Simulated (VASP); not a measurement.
# La (Pm-3m) in VASP: a series of runs, part 2 of 2

VASP 6.6.1.

### Step 4. Single point, PBE

This run uses another cell than the first one, of 36.94 Å³/atom, 1.176 times its volume.

File INCAR:

```
SYSTEM = La
  PREC = Accurate
  ENCUT = 500
  EDIFF = 1E-6
  ISMEAR = -1
  SIGMA = 0.08
  LREAL = .FALSE.
  LASPH = .TRUE.
  NELM = 200
  ALGO = Normal
  ISIF = 2
  LWAVE = .FALSE.
  LCHARG = .FALSE.
  GGA = PE
  NBANDS = 12
  GGA_COMPAT = .FALSE.
  LMAXMIX = 6
```

File KPOINTS:

```
Automatic mesh
0
G
  12 12 12
  0 0 0
```

File POSCAR:

```
La
1.0
    3.3304811212      0.0000000000      0.0000000000
    0.0000000000      3.3304811212      0.0000000000
    0.0000000000      0.0000000000      3.3304811212
La
1
Direct
    0.0000000000      0.0000000000      0.0000000000
```

Potentials or basis: VASP PAW PBE potentials, release 64 (La).

On the command line:

```console
$ cat potpaw_PBE.64/La/POTCAR > POTCAR
$ mpirun -np 1 vasp_std > vasp.out
```

OUTCAR:

```text
SYSTEM = La
   PREC = Accurate
   ENCUT = 500
   EDIFF = 1E-6
   ISMEAR = -1
   LREAL = .FALSE.
   LASPH = .TRUE.
   NELM = 200
   ISIF = 2
   GGA = PE

 ion  position               nearest neighbor table
   1  0.000  0.000  0.000-

  LATTYP: Found a simple cubic cell.
 ALAT       =     3.3304811212

  Lattice vectors:

 A1 = (   3.3304811212,   0.0000000000,   0.0000000000)
 A2 = (   0.0000000000,   3.3304811212,   0.0000000000)
 A3 = (   0.0000000000,   0.0000000000,   3.3304811212)

Analysis of symmetry for initial positions (statically):
=====================================================================
 Subroutine PRICEL returns:
 Original cell was already a primitive cell.

 Routine SETGRP: Setting up the symmetry group for a
 simple cubic supercell.

 Subroutine GETGRP returns: Found 48 space group operations
 (whereof 48 operations were pure point group operations)
 out of a pool of 48 trial point group operations.

The static configuration has the point symmetry O_h .

Analysis of symmetry for dynamics (positions and initial velocities):
=====================================================================
 Subroutine PRICEL returns:
 Original cell was already a primitive cell.

 Routine SETGRP: Setting up the symmetry group for a
 simple cubic supercell.

 Subroutine GETGRP returns: Found 48 space group operations
 (whereof 48 operations were pure point group operations)
 out of a pool of 48 trial point group operations.

The dynamic configuration has the point symmetry O_h .

 Subroutine INISYM returns: Found 48 space group operations
 (whereof 48 operations are pure point group operations),
 and found     1 'primitive' translations

----------------------------------------------------------------------------------------

                                     Primitive cell

  volume of cell :      36.9420

  direct lattice vectors                    reciprocal lattice vectors
     3.330481121  0.000000000  0.000000000     0.300256919  0.000000000  0.000000000
     0.000000000  3.330481121  0.000000000     0.000000000  0.300256919  0.000000000
     0.000000000  0.000000000  3.330481121     0.000000000  0.000000000  0.300256919

  length of vectors
     3.330481121  3.330481121  3.330481121     0.300256919  0.300256919  0.300256919

  position of ions in fractional coordinates (direct lattice)
     0.000000000  0.000000000  0.000000000

  ion indices of the primitive-cell ions
   primitive index   ion index
                 1           1

----------------------------------------------------------------------------------------

 KPOINTS: Automatic mesh

Automatic generation of k-mesh.
 Grid dimensions read from file:
 generate k-points for:   12   12   12

 Generating k-lattice:

  Cartesian coordinates                     Fractional coordinates (reciprocal lattice)
     0.025021410  0.000000000  0.000000000     0.083333333  0.000000000  0.000000000
     0.000000000  0.025021410  0.000000000     0.000000000  0.083333333  0.000000000
     0.000000000  0.000000000  0.025021410     0.000000000  0.000000000  0.083333333

  Length of vectors
     0.025021410  0.025021410  0.025021410

  Shift w.r.t. Gamma in fractional coordinates (k-lattice)
     0.000000000  0.000000000  0.000000000

 Subroutine IBZKPT returns following result:
 ===========================================

 Found     84 irreducible k-points:

 Following reciprocal coordinates:
            Coordinates               Weight
  0.000000  0.000000  0.000000      1.000000
  0.083333  0.000000  0.000000      6.000000
  0.166667  0.000000  0.000000      6.000000
  0.250000  0.000000  0.000000      6.000000
  0.333333  0.000000  0.000000      6.000000
  0.416667  0.000000  0.000000      6.000000
[... 16 lines left out ...]
  0.333333  0.333333  0.000000     12.000000
  0.416667  0.333333  0.000000     24.000000
 [... further k-points ...]
   k-points           NKPTS =     84   k-points in BZ     NKDIM =     84   number of bands    NBANDS=     12
   number of dos      NEDOS =    301   number of ions     NIONS =      1
   total plane-waves  NPLWV =  13824
   dimension x,y,z NGX =    24 NGY =   24 NGZ =   24
   dimension x,y,z NGXF=    48 NGYF=   48 NGZF=   48
   ions per type =               1
   NGX,Y,Z   is equivalent  to a cutoff of  11.98, 11.98, 11.98 a.u.
   NGXF,Y,Z  is equivalent  to a cutoff of  23.96, 23.96, 23.96 a.u.
 SYSTEM =  La
   PREC   = accura    normal or accurate (medium, high low for compatibility)
   ISTART =      0    job   : 0-new  1-cont  2-samecut
   ICHARG =      2    charge: 1-file 2-atom 10-const
   ISPIN  =      1    spin polarized calculation?
   LNONCOLLINEAR =      F non collinear calculations
   LSORBIT =      F    spin-orbit coupling
   LASPH  =      T    aspherical Exc in radial PAW
   ENCUT  =  500.0 eV  36.75 Ry    6.06 a.u.   6.07  6.07  6.07*2*pi/ulx,y,z
   NELM   =    200;   NELMIN=  2; NELMDL= -5     # of ELM steps
   EDIFF  = 0.1E-05   stopping-criterion for ELM
   LREAL  =      F    real-space projection
   EDIFFG = 0.1E-04   stopping-criterion for IOM
   NSW    =      0    number of steps for IOM
   IBRION =     -1    ionic relax: 0-MD 1-quasi-New 2-CG
   NFREE  =      0    steps in history (QN), initial steepest desc. (CG)
   ISIF   =      2    stress and relaxation
   ISYM   =      2    0-nonsym 1-usesym 2-fastsym
   POTIM  = 0.5000    time-step for ionic-motion
   TEBEG  =    0.0;   TEEND  =   0.0 temperature during run
   PSTRESS=    0.0 pullay stress
   NELECT =      11.0000    total number of electrons
   NUPDOWN=      -1.0000    fix difference up-down
   EMIN   =  10.00;   EMAX   =-10.00  energy-range for DOS
   EFERMI =   0.00;   METHOD = LEGACY
   ISMEAR =    -1;   SIGMA  =   0.08  broadening in eV -4-tet -1-fermi 0-gaus
   EFERMI_NEDOS =   21; number of points for ismear=-14 and -15
   IALGO  =     38    algorithm
   IMIX   =      4    mixing-type and parameters
     AMIX     =   0.40;   BMIX     =  1.00
     AMIX_MAG =   1.60;   BMIX_MAG =  1.00
  volume/ion in A,a.u.               =      36.94       249.30
  Fermi-wavevector in a.u.,A,eV,Ry     =   1.093198  2.065844 16.260070  1.195081
  Thomas-Fermi vector in A             =   2.229478
   LORBIT       =      0    0 simple, 1 ext, 2 COOP (PROOUT), +10 PAW based schemes
   GGA     = PE    functional components
   LHFCALC =     F    Hartree Fock is set to
   AEXX    =    0.0000 exact exchange contribution
   IVDW    =     0    specifies the selected vdW correction
   LEPSILON=     F    determine dielectric tensor
   LRPA    =     F    only Hartree local field effects (RPA)
 non-spin polarized calculation
  energy-cutoff  :      500.00
  volume of cell :       36.94
 maximum number of plane-waves:       968
   NGX = 13   NGY = 13   NGZ = 13

 number of electron      11.0000000 magnetization

 Free energy of the ion-electron system (eV)
  ---------------------------------------------------
  ext. energy  EPLUGINS =         0.00000000
  ---------------------------------------------------
  free energy    TOTEN  =        -4.39834719 eV

  energy without entropy =       -4.34880004  energy(sigma->0) =       -4.37357361

 E-fermi :   7.7695     XC(G=0):  -9.5250

 val. band max:        7.7593420872   @ k =   0.4167   0.3333   0.3333
 cond. band min:       7.7808708422   @ k =   0.3333   0.2500   0.0833
 fundamental gap:      0.0215287549
 Fermi energy:         7.7695094719

 k-point     1 :       0.0000    0.0000    0.0000
  band No.  band energies     occupation
      1     -25.3281      2.00000
      2      -8.0623      2.00000
      3      -8.0623      2.00000
      4      -8.0623      2.00000
      5       4.9232      2.00000
      6       6.6689      2.00000
      7       6.6689      2.00000
      8       9.6562      0.00000
      9       9.6562      0.00000
     10       9.6562      0.00000
     11       9.8593      0.00000
     12       9.8593      0.00000
[... 331 lines left out ...]
 k-point    24 :       0.4167    0.3333    0.0000
  band No.  band energies     occupation
      1     -24.9431      2.00000
      2      -9.6170      2.00000
      3      -9.2662      2.00000
      4      -7.7467      2.00000
      5       6.1055      2.00000
      6       7.8723      0.43352
      7       9.2482      0.00000
      8       9.4383      0.00000
      9       9.7082      0.00000
     10       9.8061      0.00000
     11       9.8153      0.00000
     12      10.0131      0.00000

 [... further k-points ...]

------------------------ aborting loop because EDIFF is reached ----------------------------------------

  FORCE on cell =-STRESS in cart. coord.  units (eV):
  Direction    XX          YY          ZZ          XY          YZ          ZX
  --------------------------------------------------------------------------------------
  -------------------------------------------------------------------------------------
  Total        0.0069192      0.0069192      0.0069192      0.0000000      0.0000000     -0.0000000
  in kB        0.3000876      0.3000876      0.3000876      0.0000000      0.0000000     -0.0000000
  external PRESSURE =       0.3000876 kB  Pullay stress =       0.0000000 kB

 VOLUME and BASIS-vectors are now :
 -----------------------------------------------------------------------------
  energy-cutoff  :      500.00
  volume of cell :       36.94
      direct lattice vectors                 reciprocal lattice vectors
     3.330481121  0.000000000  0.000000000     0.300256919  0.000000000  0.000000000
     0.000000000  3.330481121  0.000000000     0.000000000  0.300256919  0.000000000
     0.000000000  0.000000000  3.330481121     0.000000000  0.000000000  0.300256919

 POSITION                                       TOTAL-FORCE (eV/Angst)
 -----------------------------------------------------------------------------------
      0.00000      0.00000      0.00000         0.000000      0.000000      0.000000
 -----------------------------------------------------------------------------------
    total drift:                               -0.000000      0.000000      0.000000

  FREE ENERGIE OF THE ION-ELECTRON SYSTEM (eV)
  ---------------------------------------------------
  free  energy   TOTEN  =        -4.3983471876 eV

  energy  without entropy=       -4.3488000370  energy(sigma->0) =       -4.37357361
```

OSZICAR:

```text
N       E                     dE             d eps       ncg     rms          rms(c)
DAV:   1     0.971847162676E+02    0.97185E+02   -0.37328E+03  2048   0.112E+03
DAV:   2     0.216307093518E+01   -0.95022E+02   -0.90947E+02  2568   0.177E+02
DAV:   3    -0.401365911535E+01   -0.61767E+01   -0.57863E+01  2868   0.756E+01
DAV:   4    -0.439283952667E+01   -0.37918E+00   -0.35455E+00  3660   0.127E+01
DAV:   5    -0.441144655457E+01   -0.18607E-01   -0.18250E-01  3404   0.257E+00    0.253E+00
DAV:   6    -0.439628621375E+01    0.15160E-01   -0.13158E-02  3560   0.964E-01    0.156E+00
DAV:   7    -0.439656295384E+01   -0.27674E-03   -0.65124E-02  2676   0.194E+00    0.222E-01
DAV:   8    -0.439764653509E+01   -0.10836E-02   -0.34233E-03  3952   0.399E-01    0.213E-01
DAV:   9    -0.439855050867E+01   -0.90397E-03   -0.24362E-03  3672   0.596E-01    0.148E-01
DAV:  10    -0.439834528709E+01    0.20522E-03   -0.65980E-04  3732   0.296E-01    0.352E-02
DAV:  11    -0.439837357382E+01   -0.28287E-04   -0.14388E-04  3724   0.162E-01    0.625E-02
DAV:  12    -0.439834669232E+01    0.26881E-04   -0.76359E-05  3644   0.113E-01    0.437E-03
DAV:  13    -0.439834718761E+01   -0.49529E-06   -0.26549E-06  3020   0.110E-02
   1 F= -.43983472E+01 E0= -.43735736E+01  d E =-.495472E-01
```

stdout:

```text
POSCAR found type information on POSCAR La
 POSCAR found :  1 types and       1 ions
 scaLAPACK will be used
 LDA part: xc-table for (Slater+PW92), standard interpolation
 POSCAR, INCAR and KPOINTS ok, starting setup
 FFT: planning ... GRIDC
 FFT: planning ... GRID_SOFT
 FFT: planning ... GRID
 WAVECAR not read
 entering main loop
```

Run time: 22 s. Hardware: 1 thread of Intel Xeon Platinum 8259CL at 2.50GHz (Skylake/Cascade Lake), shared host; peak memory 0.17 GiB.

What came out:

```
Free energy : -4.3983 eV
Pressure    : 0.0 GPa
```

Levels at points of the mesh, in eV from the Fermi level:
```tsv
k point	band 2	band 3	band 4	band 5	band 6	band 7	band 8	band 9
(0.00, 0.00, 0.00)	-15.83	-15.83	-15.83	-2.85	-1.10	-1.10	1.89	1.89
(0.50, 0.00, 0.00)	-17.71	-15.64	-15.64	-0.65	-0.28	0.91	1.40	2.01
(0.50, 0.50, 0.00)	-17.41	-17.41	-15.46	-2.40	0.56	1.46	1.46	2.00
(0.50, 0.50, 0.50)	-17.15	-17.15	-17.15	-1.07	-1.07	-1.07	1.20	1.96
```

Caveat: spin-orbit coupling is left out, which moves the levels of the heavy elements.

### Step 5. Single point, PBE

This run uses another cell than the first one, of 36.94 Å³/atom, 1.176 times its volume.

File INCAR:

```
ALGO     = Normal         # electronic algorithm
EDIFF    = 1E-6           # SCF threshold, eV
ENCUT    = 500            # plane-wave cutoff, eV
GGA      = PE             # functional
GGA_COMPAT= False        
ISIF     = 2              # what is computed and relaxed
ISMEAR   = -1             # smearing method
LASPH    = True           # aspherical terms in the spheres
LCHARG   = True           # write CHGCAR
LELF     = True           # ELF
LMAXMIX  = 6              # l up to which the mixer works
LREAL    = False          # projectors in reciprocal space
LVHAR    = True         
LWAVE    = False          # write WAVECAR
NBANDS   = 12             # bands
NELM     = 200            # most SCF steps
PREC     = Accurate       # precision mode
SIGMA    = 0.08           # smearing width, eV
```

File KPOINTS:

```
k-points
0
Gamma
  12 12 12
```

POSCAR is that of step 4.

On the command line:

```console
$ cat potpaw_PBE.64/La/POTCAR > POTCAR
$ mpirun -np 1 vasp_std > vasp.out
```

It took 22 s on 1 thread of Intel Xeon Platinum 8259CL at 2.50GHz (Skylake/Cascade Lake), shared host; peak memory 0.17 GiB.

Results (log left out):

```yaml
Free_energy: -4.3983 eV
Pressure: 0.0 GPa
```

Levels at points of the mesh, in eV from the Fermi level:
```tsv
k point	band 2	band 3	band 4	band 5	band 6	band 7	band 8	band 9
(0.00, 0.00, 0.00)	-15.83	-15.83	-15.83	-2.85	-1.10	-1.10	1.89	1.89
(0.50, 0.00, 0.00)	-17.71	-15.64	-15.64	-0.65	-0.28	0.91	1.40	2.01
(0.50, 0.50, 0.00)	-17.41	-17.41	-15.46	-2.40	0.56	1.46	1.46	2.00
(0.50, 0.50, 0.50)	-17.15	-17.15	-17.15	-1.07	-1.07	-1.07	1.20	1.96
```

Caveat: spin-orbit coupling is left out, which moves the levels of the heavy elements.

### Step 6. The runs side by side

| cell | gap on the mesh (eV) | pressure (GPa) |
| --- | --- | --- |
| a = 3.155 Å, 1 atom | none | 5.0 |
| a = 3.274 Å, 1 atom | none | 1.3 |
| a = 3.330 Å, 1 atom | none | 0.0 |

Alike in all rows: task single point; level PBE; potentials or basis VASP PAW PBE potentials, release 64 (La); no spin polarisation; k mesh 12 × 12 × 12; cutoff (eV) 500; smearing fermi-dirac 0.08 eV.

Caveats: spin-orbit coupling is left out, which moves the levels of the heavy elements.

Total energies depend on the potentials used, so only differences within one code and one set of settings carry meaning.
